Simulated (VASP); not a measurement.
# CdSe (P2_1) in VASP: single point with r2SCAN

Aim: the single point of CdSe with r2SCAN.

Everything below comes from runs of VASP 6.6.1. Logs are shortened: lines on timing, memory, paths and dates and some standing lists are left out, and cuts for length are marked.

## (1) The cell of the first run

It takes space group P2_1 (No. 4, monoclinic). Conventional cell: a = 4.247 Å, b = 7.077 Å, c = 4.342 Å, α = 90.00°, β = 117.84°, γ = 90.00°. Within 3.5 Å of Cd (site symmetry 1) lie 4 Se at 2.65 to 2.66 Å. Se (site symmetry 1) has 4 Cd at 2.65 to 2.66 Å within 3.5 Å.

## (2) Single point, r2SCAN (shear xy strain +5.0%)

POSCAR

```
CdSe
1.0
    4.3407236669      0.1085180916      0.0000000000
   -2.0763824093      3.7049179205      0.0000000000
    0.0000000000      0.0000000000      7.0766459761
Cd Se
2 2
Direct
    0.3358366836      0.6658271762     -0.0003993830
    0.6641633164      0.3341728238      0.4996006170
    0.3187213941      0.6681316248      0.3753993830
    0.6812786059      0.3318683752      0.8753993830
```

INCAR.step1

```
PREC = Accurate
ENCUT = 520
ISMEAR = 0
SIGMA = 0.01
LREAL = False
LASPH = True
NELM = 60
NBANDS = 26
GGA = PE
ALGO = Normal
EDIFF = 1E-4
LWAVE = True
LCHARG = False
```

INCAR.step2

```
PREC = Accurate
ENCUT = 520
EDIFF = 1E-7
ISMEAR = 0
SIGMA = 0.01
LREAL = False
LASPH = True
NELM = 60
ALGO = Normal
ISIF = 2
LWAVE = False
LCHARG = True
METAGGA = R2SCAN
LMIXTAU = True
LELF = True
LVHAR = True
NBANDS = 26
ISTART = 1
```

KPOINTS

```
regular mesh
0
Gamma
  12 12 4
```

Potentials or basis: VASP PAW PBE potentials, release 64 (Cd, Se).

Started as:

```bash
$ cat potpaw_PBE.64/Cd/POTCAR potpaw_PBE.64/Se/POTCAR > POTCAR
$ cp INCAR.step1 INCAR
$ mpirun -np 1 vasp_std > vasp.out
$ cp INCAR.step2 INCAR
$ mpirun -np 1 vasp_std > vasp.out
```

OUTCAR:

```text
PREC = Accurate
   ENCUT = 520
   EDIFF = 1E-7
   ISMEAR = 0
   LREAL = False
   LASPH = True
   NELM = 60
   ISIF = 2
   METAGGA = R2SCAN
   ISTART = 1

 ion  position               nearest neighbor table
   1  0.336  0.666  1.000-   4 2.65   4 2.66   3 2.66   4 2.66
   2  0.664  0.334  0.500-   3 2.65   3 2.66   4 2.66   3 2.66
   3  0.319  0.668  0.375-   2 2.65   2 2.66   1 2.66   2 2.66
   4  0.681  0.332  0.875-   1 2.65   1 2.66   2 2.66   1 2.66

  Warning from LATTYP: Monoclinic adjustment (A1->A3, A2->A1, A3->A2)!
  LATTYP: Found a simple monoclinic cell.
 ALAT       =     4.2470908523
 B/A-ratio  =     1.6662337167
 C/A-ratio  =     1.0223656809
 COS(beta)  =    -0.4669407592

  Lattice vectors:

 A1 = (  -2.0763824093,   3.7049179205,   0.0000000000)
 A2 = (   0.0000000000,   0.0000000000,   7.0766459761)
 A3 = (   4.3407236669,   0.1085180916,   0.0000000000)

Analysis of symmetry for initial positions (statically):
=====================================================================
 Subroutine PRICEL returns:
 Original cell was already a primitive cell.

 Routine SETGRP: Setting up the symmetry group for a
 simple monoclinic supercell.

 Subroutine GETGRP returns: Found  2 space group operations
 (whereof  1 operations were pure point group operations)
 out of a pool of  4 trial point group operations.

The static configuration has the point symmetry C_1 .
 The point group associated with its full space group is C_2 .

Analysis of symmetry for dynamics (positions and initial velocities):
=====================================================================
 Subroutine PRICEL returns:
 Original cell was already a primitive cell.

 Routine SETGRP: Setting up the symmetry group for a
 simple monoclinic supercell.

 Subroutine GETGRP returns: Found  2 space group operations
 (whereof  1 operations were pure point group operations)
 out of a pool of  4 trial point group operations.

The dynamic configuration has the point symmetry C_1 .
 The point group associated with its full space group is C_2 .

 Subroutine INISYM returns: Found  2 space group operations
 (whereof  1 operations are pure point group operations),
 and found     1 'primitive' translations

----------------------------------------------------------------------------------------

[... 93 lines left out ...]
   LASPH  =      T    aspherical Exc in radial PAW
   ENCUT  =  520.0 eV  38.22 Ry    6.18 a.u.   8.07  7.90 13.16*2*pi/ulx,y,z
   NELM   =     60;   NELMIN=  2; NELMDL=  0     # of ELM steps
   EDIFF  = 0.1E-06   stopping-criterion for ELM
   LREAL  =      F    real-space projection
   EDIFFG = 0.1E-05   stopping-criterion for IOM
   NSW    =      0    number of steps for IOM
   IBRION =     -1    ionic relax: 0-MD 1-quasi-New 2-CG
   NFREE  =      0    steps in history (QN), initial steepest desc. (CG)
   ISIF   =      2    stress and relaxation
   ISYM   =      2    0-nonsym 1-usesym 2-fastsym
   POTIM  = 0.5000    time-step for ionic-motion
   TEBEG  =    0.0;   TEEND  =   0.0 temperature during run
   PSTRESS=    0.0 pullay stress
   NELECT =      36.0000    total number of electrons
   NUPDOWN=      -1.0000    fix difference up-down
   EMIN   =  10.00;   EMAX   =-10.00  energy-range for DOS
   EFERMI =   0.00;   METHOD = LEGACY
   ISMEAR =     0;   SIGMA  =   0.01  broadening in eV -4-tet -1-fermi 0-gaus
   EFERMI_NEDOS =   21; number of points for ismear=-14 and -15
   IALGO  =     38    algorithm
   IMIX   =      4    mixing-type and parameters
     AMIX     =   0.40;   BMIX     =  1.00
     AMIX_MAG =   1.60;   BMIX_MAG =  1.00
  volume/ion in A,a.u.               =      28.85       194.69
  Fermi-wavevector in a.u.,A,eV,Ry     =   1.110296  2.098155 16.772675  1.232757
  Thomas-Fermi vector in A             =   2.246846
   LORBIT       =      0    0 simple, 1 ext, 2 COOP (PROOUT), +10 PAW based schemes
   METAGGA = R2SCAN    functional components
   LHFCALC =     F    Hartree Fock is set to
   AEXX    =    0.0000 exact exchange contribution
   IVDW    =     0    specifies the selected vdW correction
   LEPSILON=     F    determine dielectric tensor
   LRPA    =     F    only Hartree local field effects (RPA)
 non-spin polarized calculation
 Gauss-broadening in eV      SIGMA  =   0.01
  energy-cutoff  :      520.00
  volume of cell :      115.40
 maximum number of plane-waves:      3136
   NGX = 17   NGY = 15   NGZ = 27

 number of electron      36.0000002 magnetization

 Free energy of the ion-electron system (eV)
  ---------------------------------------------------
  ext. energy  EPLUGINS =         0.00000000
  ---------------------------------------------------
  free energy    TOTEN  =       -71.82020766 eV

  energy without entropy =      -71.82020766  energy(sigma->0) =      -71.82020766

 E-fermi :   0.5882     XC(G=0):  -9.3016

 val. band max:        0.5317058855   @ k =   0.0000   0.0000   0.0000
 cond. band min:       1.5290694878   @ k =   0.0000   0.0000   0.0000
 fundamental gap:      0.9973636023
 Fermi energy:         0.5881748321

 k-point     1 :       0.0000    0.0000    0.0000
  band No.  band energies     occupation
      1     -12.4291      2.00000
      2     -12.0664      2.00000
      3      -7.6304      2.00000
      4      -7.6289      2.00000
      5      -7.6140      2.00000
      6      -7.5627      2.00000
[... 685 lines left out ...]
     25       9.1282      0.00000
     26       9.2871      0.00000

 [... further k-points ...]

------------------------ aborting loop because EDIFF is reached ----------------------------------------

  FORCE on cell =-STRESS in cart. coord.  units (eV):
  Direction    XX          YY          ZZ          XY          YZ          ZX
  --------------------------------------------------------------------------------------
  -------------------------------------------------------------------------------------
  Total        0.1089767      0.1855785      0.1456562     -0.5054658      0.0000000      0.0000000
  in kB        1.5129811      2.5764836      2.0222219     -7.0176471      0.0000000      0.0000000
  external PRESSURE =       2.0372289 kB  Pullay stress =       0.0000000 kB

 VOLUME and BASIS-vectors are now :
 -----------------------------------------------------------------------------
  energy-cutoff  :      520.00
  volume of cell :      115.40
      direct lattice vectors                 reciprocal lattice vectors
     4.340723667  0.108518092  0.000000000     0.227193133  0.127328009  0.000000000
    -2.076382409  3.704917920  0.000000000    -0.006654551  0.266182039  0.000000000
     0.000000000  0.000000000  7.076645976     0.000000000  0.000000000  0.141309881

 POSITION                                       TOTAL-FORCE (eV/Angst)
 -----------------------------------------------------------------------------------
      0.07526      2.50328      7.07382        -0.001803     -0.000309      0.000323
      2.18908      1.31016      3.53550         0.001803      0.000309      0.000323
     -0.00382      2.50996      2.65657        -0.000653     -0.000091     -0.000323
      2.26816      1.30348      6.19489         0.000653      0.000091     -0.000323
 -----------------------------------------------------------------------------------
    total drift:                               -0.000000     -0.000000     -0.002388

  FREE ENERGIE OF THE ION-ELECTRON SYSTEM (eV)
  ---------------------------------------------------
  free  energy   TOTEN  =       -71.8202076621 eV

  energy  without entropy=      -71.8202076621  energy(sigma->0) =      -71.82020766
```

OUTCAR.step1:

```text
PREC = Accurate
   ENCUT = 520
   ISMEAR = 0
   LREAL = False
   LASPH = True
[... 929 lines left out ...]
      0.07526      2.50328      7.07382        -0.001876     -0.000768      0.002621
      2.18908      1.31016      3.53550         0.001876      0.000768      0.002621
     -0.00382      2.50996      2.65657        -0.005071     -0.000511     -0.002621
      2.26816      1.30348      6.19489         0.005071      0.000511     -0.002621
 -----------------------------------------------------------------------------------
    total drift:                               -0.000000     -0.000000      0.000728

  FREE ENERGIE OF THE ION-ELECTRON SYSTEM (eV)
  ---------------------------------------------------
  free  energy   TOTEN  =       -10.9612692100 eV

  energy  without entropy=      -10.9612692100  energy(sigma->0) =      -10.96126921
```

OSZICAR.step1:

```text
N       E                     dE             d eps       ncg     rms          rms(c)
DAV:   1     0.238343053887E+03    0.23834E+03   -0.17032E+04 11552   0.124E+03
DAV:   2     0.962305938356E+00   -0.23738E+03   -0.22954E+03 12636   0.307E+02
DAV:   3    -0.116175875347E+02   -0.12580E+02   -0.12512E+02 13820   0.704E+01
DAV:   4    -0.117219852216E+02   -0.10440E+00   -0.10430E+00 12930   0.609E+00
DAV:   5    -0.117226239099E+02   -0.63869E-03   -0.63865E-03 13194   0.459E-01    0.832E+00
DAV:   6    -0.109946060528E+02    0.72802E+00   -0.12533E+00 13418   0.107E+01    0.662E+00
DAV:   7    -0.109617402304E+02    0.32866E-01   -0.50488E-01 12118   0.359E+00    0.259E+00
DAV:   8    -0.109609418546E+02    0.79838E-03   -0.48807E-02 11892   0.219E+00    0.375E-01
DAV:   9    -0.109610203264E+02   -0.78472E-04   -0.67931E-03 12764   0.931E-01    0.980E-02
DAV:  10    -0.109611748212E+02   -0.15449E-03   -0.78017E-04 11926   0.299E-01    0.706E-02
DAV:  11    -0.109612692100E+02   -0.94389E-04   -0.22164E-04 10134   0.851E-02
   1 F= -.10961269E+02 E0= -.10961269E+02  d E =-.847833E-25
```

It took 54 min on 1 thread of Oxide Virtual Turin-like, shared host; peak memory 0.64 GiB.

Results:

| Item | Value |
| --- | --- |
| Free energy | -71.8202 eV |
| Pressure | 0.2 GPa |
| Band gap on the k mesh | 1.00 eV |

Caveat: the cell differs from its parent crystal (shear xy strain +5.0%); the PAW data sets were made with another functional, which shifts forces and pressure a little.
